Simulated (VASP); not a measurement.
# Pb (Fm-3m) in VASP: notebook, part 3 of 3

VASP 6.6.1. The steps go on from the part before.

## 6. Relaxation of cell and atoms, RPBE

INCAR reads:

```
SYSTEM = Pb
PREC = Accurate ; ENCUT = 600
EDIFF = 1E-7 ; ISMEAR = -1
SIGMA = 0.05 ; LREAL = .False.
LASPH = .True. ; NELM = 60
ALGO = Normal ; ISIF = 3
LWAVE = .False. ; LCHARG = .False.
GGA = RP ; IBRION = 2
NSW = 60 ; EDIFFG = -0.01
```

KPOINTS reads:

```
Automatic mesh
0
Gamma
  9 9 9
  0 0 0
```

POSCAR reads:

```
Pb
1.0
    0.0000000000      2.4750200000      2.4750200000
    2.4750200000      0.0000000000      2.4750200000
    2.4750200000      2.4750200000      0.0000000000
Pb
1
Direct
    0.0000000000      0.0000000000      0.0000000000
```

Potentials or basis: VASP PAW PBE potentials, release 64 (Pb_d).

Started as:

```sh
> cat potpaw_PBE.64/Pb_d/POTCAR > POTCAR
> mpirun -np 1 vasp_std > vasp.out
```

OUTCAR:

```text
SYSTEM = Pb
   PREC = Accurate
   ENCUT = 600
   EDIFF = 1E-7
   ISMEAR = -1
   LREAL = .False.
   LASPH = .True.
   NELM = 60
   ISIF = 3
   GGA = RP
   IBRION = 2
   NSW = 60
   EDIFFG = -0.01

 ion  position               nearest neighbor table
   1  0.000  0.000  0.000-

  LATTYP: Found a face centered cubic cell.
 ALAT       =     4.9500400000

  Lattice vectors:

 A1 = (   0.0000000000,   2.4750200000,   2.4750200000)
 A2 = (   2.4750200000,   0.0000000000,   2.4750200000)
 A3 = (   2.4750200000,   2.4750200000,   0.0000000000)

Analysis of symmetry for initial positions (statically):
[... 5 lines left out ...]
 face centered cubic supercell.

 Subroutine GETGRP returns: Found 48 space group operations
 (whereof 48 operations were pure point group operations)
 out of a pool of 48 trial point group operations.

The static configuration has the point symmetry O_h .

Analysis of symmetry for dynamics (positions and initial velocities):
[... 5 lines left out ...]
 face centered cubic supercell.

 Subroutine GETGRP returns: Found 48 space group operations
 (whereof 48 operations were pure point group operations)
 out of a pool of 48 trial point group operations.

The dynamic configuration has the point symmetry O_h .

 Subroutine INISYM returns: Found 48 space group operations
 (whereof 48 operations are pure point group operations),
 and found     1 'primitive' translations

----------------------------------------------------------------------------------------

                                     Primitive cell

  volume of cell :      30.3226

  direct lattice vectors                    reciprocal lattice vectors
     0.000000000  2.475020000  2.475020000    -0.202018570  0.202018570  0.202018570
     2.475020000  0.000000000  2.475020000     0.202018570 -0.202018570  0.202018570
     2.475020000  2.475020000  0.000000000     0.202018570  0.202018570 -0.202018570

  length of vectors
     3.500206851  3.500206851  3.500206851     0.349906427  0.349906427  0.349906427

  position of ions in fractional coordinates (direct lattice)
     0.000000000  0.000000000  0.000000000

  ion indices of the primitive-cell ions
   primitive index   ion index
                 1           1

----------------------------------------------------------------------------------------

 KPOINTS: Automatic mesh

Automatic generation of k-mesh.
 Grid dimensions read from file:
 generate k-points for:    9    9    9

 Generating k-lattice:

  Cartesian coordinates                     Fractional coordinates (reciprocal lattice)
    -0.022446508  0.022446508  0.022446508     0.111111111  0.000000000  0.000000000
     0.022446508 -0.022446508  0.022446508     0.000000000  0.111111111  0.000000000
     0.022446508  0.022446508 -0.022446508     0.000000000  0.000000000  0.111111111

  Length of vectors
     0.038878492  0.038878492  0.038878492

  Shift w.r.t. Gamma in fractional coordinates (k-lattice)
     0.000000000  0.000000000  0.000000000

 Subroutine IBZKPT returns following result:
 ===========================================

 Found     35 irreducible k-points:

 Following reciprocal coordinates:
            Coordinates               Weight
  0.000000  0.000000  0.000000      1.000000
  0.111111  0.000000  0.000000      8.000000
  0.222222  0.000000  0.000000      8.000000
  0.333333  0.000000  0.000000      8.000000
  0.444444  0.000000  0.000000      8.000000
  0.111111  0.111111  0.000000      6.000000
[... 16 lines left out ...]
 -0.333333  0.333333  0.000000     12.000000
  0.444444  0.444444  0.000000      6.000000
 [... further k-points ...]
   k-points           NKPTS =     35   k-points in BZ     NKDIM =     35   number of bands    NBANDS=     11
   number of dos      NEDOS =    301   number of ions     NIONS =      1
   total plane-waves  NPLWV =  21952
   dimension x,y,z NGX =    28 NGY =   28 NGZ =   28
   dimension x,y,z NGXF=    56 NGYF=   56 NGZF=   56
   ions per type =               1
   NGX,Y,Z   is equivalent  to a cutoff of  13.30, 13.30, 13.30 a.u.
   NGXF,Y,Z  is equivalent  to a cutoff of  26.60, 26.60, 26.60 a.u.
 SYSTEM =  Pb
   PREC   = accura    normal or accurate (medium, high low for compatibility)
   ISTART =      0    job   : 0-new  1-cont  2-samecut
   ICHARG =      2    charge: 1-file 2-atom 10-const
   ISPIN  =      1    spin polarized calculation?
   LNONCOLLINEAR =      F non collinear calculations
   LSORBIT =      F    spin-orbit coupling
   LASPH  =      T    aspherical Exc in radial PAW
   ENCUT  =  600.0 eV  44.10 Ry    6.64 a.u.   6.99  6.99  6.99*2*pi/ulx,y,z
   NELM   =     60;   NELMIN=  2; NELMDL= -5     # of ELM steps
   EDIFF  = 0.1E-06   stopping-criterion for ELM
   LREAL  =      F    real-space projection
   EDIFFG = -.1E-01   stopping-criterion for IOM
   NSW    =     60    number of steps for IOM
   IBRION =      2    ionic relax: 0-MD 1-quasi-New 2-CG
   NFREE  =      1    steps in history (QN), initial steepest desc. (CG)
   ISIF   =      3    stress and relaxation
   ISYM   =      2    0-nonsym 1-usesym 2-fastsym
   POTIM  = 0.5000    time-step for ionic-motion
   TEBEG  =    0.0;   TEEND  =   0.0 temperature during run
   PSTRESS=    0.0 pullay stress
   NELECT =      14.0000    total number of electrons
   NUPDOWN=      -1.0000    fix difference up-down
   EMIN   =  10.00;   EMAX   =-10.00  energy-range for DOS
   EFERMI =   0.00;   METHOD = LEGACY
   ISMEAR =    -1;   SIGMA  =   0.05  broadening in eV -4-tet -1-fermi 0-gaus
   EFERMI_NEDOS =   21; number of points for ismear=-14 and -15
   IALGO  =     38    algorithm
   IMIX   =      4    mixing-type and parameters
     AMIX     =   0.40;   BMIX     =  1.00
     AMIX_MAG =   1.60;   BMIX_MAG =  1.00
  volume/ion in A,a.u.               =      30.32       204.63
  Fermi-wavevector in a.u.,A,eV,Ry     =   1.265306  2.391081 21.782907  1.600999
  Thomas-Fermi vector in A             =   2.398566
   LORBIT       =      0    0 simple, 1 ext, 2 COOP (PROOUT), +10 PAW based schemes
   GGA     = RP    functional components
   LHFCALC =     F    Hartree Fock is set to
   AEXX    =    0.0000 exact exchange contribution
   IVDW    =     0    specifies the selected vdW correction
   LEPSILON=     F    determine dielectric tensor
   LRPA    =     F    only Hartree local field effects (RPA)
 conjugate gradient relaxation of ions
 non-spin polarized calculation
  energy-cutoff  :      600.00
  volume of cell :       30.32
 maximum number of plane-waves:      1022
   NGX = 13   NGY = 13   NGZ = 13

--------------------------------------- Ionic step        1  -------------------------------------------

 number of electron      13.9999999 magnetization

 Free energy of the ion-electron system (eV)
  ---------------------------------------------------
  ext. energy  EPLUGINS =         0.00000000
  ---------------------------------------------------
  free energy    TOTEN  =        -3.16523657 eV

  energy without entropy =       -3.16213889  energy(sigma->0) =       -3.16368773

 E-fermi :   7.2695     XC(G=0): -10.0878

 val. band max:        7.0456005746   @ k =  -0.3333   0.3333   0.1111
 cond. band min:       7.2755778105   @ k =  -0.2222   0.3333   0.1111
 fundamental gap:      0.2299772359
 Fermi energy:         7.2695395707

 k-point     1 :       0.0000    0.0000    0.0000
  band No.  band energies     occupation
      1      -9.7342      2.00000
      2      -9.7342      2.00000
      3      -9.7342      2.00000
      4      -9.5959      2.00000
      5      -9.5959      2.00000
      6      -4.3379      2.00000
      7      14.8536      0.00000
      8      14.8536      0.00000
      9      14.8536      0.00000
     10      17.1350      0.00000
     11      18.7108      0.00000
[... 389 lines left out ...]
  energy  without entropy=       -3.1920493383  energy(sigma->0) =       -3.19351969

--------------------------------------- Ionic step        3  -------------------------------------------

 number of electron      14.0000000 magnetization

 Free energy of the ion-electron system (eV)
  ---------------------------------------------------
  ext. energy  EPLUGINS =         0.00000000
  ---------------------------------------------------
  free energy    TOTEN  =        -3.19601984 eV

  energy without entropy =       -3.19292403  energy(sigma->0) =       -3.19447194

 E-fermi :   6.3625     XC(G=0):  -9.6722

 val. band max:        6.2842261003   @ k =   0.3333   0.3333   0.0000
 cond. band min:       6.4066501027   @ k =  -0.2222   0.3333   0.1111
 fundamental gap:      0.1224240024
 Fermi energy:         6.3624720169

 k-point     1 :       0.0000    0.0000    0.0000
  band No.  band energies     occupation
      1     -10.6199      2.00000
      2     -10.6199      2.00000
      3     -10.6199      2.00000
      4     -10.5150      2.00000
      5     -10.5150      2.00000
      6      -4.7124      2.00000
      7      13.2485      0.00000
      8      13.2485      0.00000
      9      13.2485      0.00000
     10      16.1338      0.00000
     11      16.6840      0.00000
[... 350 lines left out ...]
  FREE ENERGIE OF THE ION-ELECTRON SYSTEM (eV)
  ---------------------------------------------------
  free  energy   TOTEN  =        -3.1960198359 eV

  energy  without entropy=       -3.1929240344  energy(sigma->0) =       -3.19447194

 reached required accuracy - stopping structural energy minimisation
```

CONTCAR:

```text
Pb
   1.00000000000000
     0.0000000000000000    2.5479225819343592    2.5479225819343592
     2.5479225819343592    0.0000000000000000    2.5479225819343592
     2.5479225819343592    2.5479225819343592    0.0000000000000000
  Pb
     1
Direct
     0.0000000000000000    0.0000000000000000    0.0000000000000000

  0.00000000E+00  0.00000000E+00  0.00000000E+00
```

Run time: 14 s. Hardware: 1 thread of Intel Xeon 6975P-C (Granite Rapids), shared host; peak memory 0.17 GiB.

Results:

```
Free energy                            : -3.1960 eV
Relaxed volume                         : 33.08 Å³/atom
Relaxed cell                           : a = 3.603 Å, b = 3.603 Å, c = 3.603 Å, α = 60.00°, β = 60.00°, γ = 60.00°
Space group after relaxing (to 0.05 Å) : Fm-3m (No. 225)
Energy gained by relaxing              : 30.8 meV/atom
Ionic steps                            : 3
Pressure after relaxing                : 0.0 GPa
Band gap on the k mesh                 : zero (band 7 reaches 13.25 eV, above the bottom of band 8 at 5.11 eV)
```

Step by step:
```tsv
step	energy change (eV)	largest force (eV/Å)	pressure (GPa)	volume (Å³)
1	0.0000	0.0000	3.87	30.32
2	-0.0298	0.0000	-0.58	33.65
3	-0.0308	0.0000	0.02	33.08
```

Final structure:
```cif
data_structure
_symmetry_space_group_name_H-M 'P 1'
_symmetry_Int_Tables_number 1
_cell_length_a 3.6033
_cell_length_b 3.6033
_cell_length_c 3.6033
_cell_angle_alpha 60.000
_cell_angle_beta 60.000
_cell_angle_gamma 60.000
_cell_volume 33.08
loop_
_atom_site_label
_atom_site_type_symbol
_atom_site_fract_x
_atom_site_fract_y
_atom_site_fract_z
_atom_site_occupancy
Pb1 Pb 0.00000 0.00000 0.00000 1
```

Levels at points of the mesh, in eV from the Fermi level:
| k point | band 3 | band 4 | band 5 | band 6 | band 7 | band 8 | band 9 | band 10 | band 11 |
| --- | --- | --- | --- | --- | --- | --- | --- | --- | --- |
| (0.00, 0.00, 0.00) | -16.98 | -16.88 | -16.88 | -11.07 | 6.89 | 6.89 | 6.89 | 9.77 | 10.32 |

Caveat: the PAW data sets were made with another functional, which shifts forces and pressure a little; spin-orbit coupling is left out, which moves the levels of the heavy elements.

## 7. Overview

```tsv
task	level	cell	cutoff (eV)	smearing	gap on the mesh (eV)	pressure (GPa)	relaxed volume (Å³/atom)
single point	BLYP+D3(BJ)	as given	520	fermi-dirac 0.05 eV	none	0.7	-
single point	BLYP+D4	as given	520	tetrahedron	none	2.2	-
single point	PBE	as given	520	gaussian 0.05 eV	none	2.2	-
relaxation of cell and atoms	PBEsol	relaxed	600	fermi-dirac 0.05 eV	none	0.0	29.93
relaxation of cell and atoms	RPBE	relaxed	600	fermi-dirac 0.05 eV	none	0.0	33.08
```

Alike in all rows: potentials or basis VASP PAW PBE potentials, release 64 (Pb_d); no spin polarisation; k mesh 9 × 9 × 9.

Every run on the cell as given and a fine mesh finds a metal. The pressure there spans 0.7 GPa (BLYP+D3(BJ)) to 2.2 GPa (BLYP+D4); a positive pressure means that this level wants a larger cell, a negative one a smaller.

Caveats: spin-orbit coupling is left out, which moves the levels of the heavy elements; the PAW data sets were made with another functional, which shifts forces and pressure a little (some runs); pairwise dispersion overbinds metals, which lowers pressure and volume (some runs).

Absolute energies hang on the potentials; compare differences alone.

## 8. How close it comes

Step 5. The cell as given is a measured one (30.32 Å³/atom); PBEsol puts the equilibrium volume -1.3 % from it, thermal expansion not counted.

Step 6. The cell as given is a measured one (30.32 Å³/atom); RPBE puts the equilibrium volume +9.1 % from it, thermal expansion not counted.
